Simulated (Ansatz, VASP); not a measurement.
**MgSe3: VASP beside Ansatz**

```xyz
8
Lattice="7.9794 0.0000 0.0000 -3.9897 6.9104 0.0000 0.0000 0.0000 4.6996" Properties=species:S:1:pos:R:3 pbc="T T T"
Mg    0.0000    4.6069    2.3498
Mg    3.9897    2.3035    2.3498
Se    1.6884    2.9243    1.0203
Se   -2.3013    3.9861    1.0203
Se    4.6027    0.0000    1.0203
Se   -1.6884    2.9243    3.6793
Se    2.3013    3.9861    3.6793
Se    3.3767    0.0000    3.6793
```

Alike in both runs: functional PBE; k mesh 6 × 6 × 8; occupations gaussian, width 0.1 eV; no spin polarisation.

Ansatz relaxed the structure, and its values are those at the end. VASP's run is a single point on that final structure, the one shown.

```csv
,VASP,Ansatz
version,VASP 6.6.1,Ansatz 0.2.0
potentials or method,"VASP PAW PBE potentials, release 64 (Mg, Se), cutoff 520 eV","scalar-relativistic, plane waves, PAW"
valence electrons in the cell,40,116
```

|  | VASP | Ansatz | Ansatz less VASP |
| --- | --- | --- | --- |
| gap on the k mesh at the Fermi level (eV) | none | none | - |
| pressure (GPa) | 0.0 | 0.0 | +0.01 |
| rms of the force components (eV/Å) | 0.014 | 0.001 | -0.0129 |

A gap of «none» marks a metal or a gap that the smearing closes. VASP's potentials hold 40 valence electrons a cell and Ansatz's 116, so a difference there can come from the potentials and not from the codes. Ansatz's warnings: xc potential rough in thin density.
